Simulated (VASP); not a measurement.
Set up this calculation in VASP 6.6.1, as the native input.

| Quantity | Value |
| --- | --- |
| Task | single point |
| Functional | r2SCAN |
| Potentials or basis | VASP PAW PBE potentials, release 64 (W_sv) |
| Cutoff | 520 eV |
| k mesh | 15 × 15 × 15 |
| Occupations | fermi-dirac, width 0.1 eV |
| Spin | no spin polarisation |
| Dipole correction | no |
| Further INCAR settings | ALGO = Normal; EDIFF = 1e-07; NBANDS = 13 |

W:

```xyz
1
Lattice="-1.5845 1.5845 1.5845 1.5845 -1.5845 1.5845 1.5845 1.5845 -1.5845" Properties=species:S:1:pos:R:3 pbc="T T T"
W     0.0000    0.0000    0.0000
```

One way to write it, as run:

POSCAR

```
W
1.0
   -1.5844556681      1.5844556681      1.5844556681
    1.5844556681     -1.5844556681      1.5844556681
    1.5844556681      1.5844556681     -1.5844556681
W
1
Direct
    0.0000000000      0.0000000000      0.0000000000
```

INCAR.step1

```
SYSTEM = W
PREC     = Accurate       ! precision mode
ENCUT    = 520            ! plane-wave cutoff, eV
ISMEAR   = -1             ! smearing method
SIGMA    = 0.1            ! smearing width, eV
LREAL    = .False.        ! projectors in reciprocal space
LASPH    = .True.         ! aspherical terms in the spheres
NELM     = 80             ! most SCF steps
NBANDS   = 13             ! bands
GGA      = PE             ! functional
ALGO     = Normal         ! electronic algorithm
EDIFF    = 1E-4           ! SCF threshold, eV
LWAVE    = .True.         ! write WAVECAR
LCHARG   = .False.        ! write CHGCAR
```

INCAR.step2

```
SYSTEM = W
PREC     = Accurate       ! precision mode
ENCUT    = 520            ! plane-wave cutoff, eV
EDIFF    = 1E-7           ! SCF threshold, eV
ISMEAR   = -1             ! smearing method
SIGMA    = 0.1            ! smearing width, eV
LREAL    = .False.        ! projectors in reciprocal space
LASPH    = .True.         ! aspherical terms in the spheres
NELM     = 80             ! most SCF steps
ALGO     = Normal         ! electronic algorithm
ISIF     = 2              ! what is computed and relaxed
LWAVE    = .False.        ! write WAVECAR
LCHARG   = .False.        ! write CHGCAR
METAGGA  = R2SCAN         ! meta-GGA
LMIXTAU  = .True.       
NBANDS   = 13             ! bands
ISTART   = 1
```

KPOINTS

```
Automatic mesh
0
Gamma
  15 15 15
  0 0 0
```

Potentials or basis: VASP PAW PBE potentials, release 64 (W_sv).

Run with:

```console
$ cat potpaw_PBE.64/W_sv/POTCAR > POTCAR
$ cp INCAR.step1 INCAR
$ mpirun -np 1 vasp_std > vasp.out
$ cp INCAR.step2 INCAR
$ mpirun -np 1 vasp_std > vasp.out
```

Results of the run:

| Item | Value |
| --- | --- |
| Pressure | 1.2 GPa |
| Band gap on the k mesh | zero (band 7 reaches 16.01 eV, above the bottom of band 8 at 9.96 eV) |

Caveat: the PAW data sets were made with another functional, which shifts forces and pressure a little; spin-orbit coupling is left out, which moves the levels of the heavy elements.

Run time: 66 s on 1 thread of Intel Xeon 6975P-C, with other jobs on the host, peak memory 0.15 GiB.
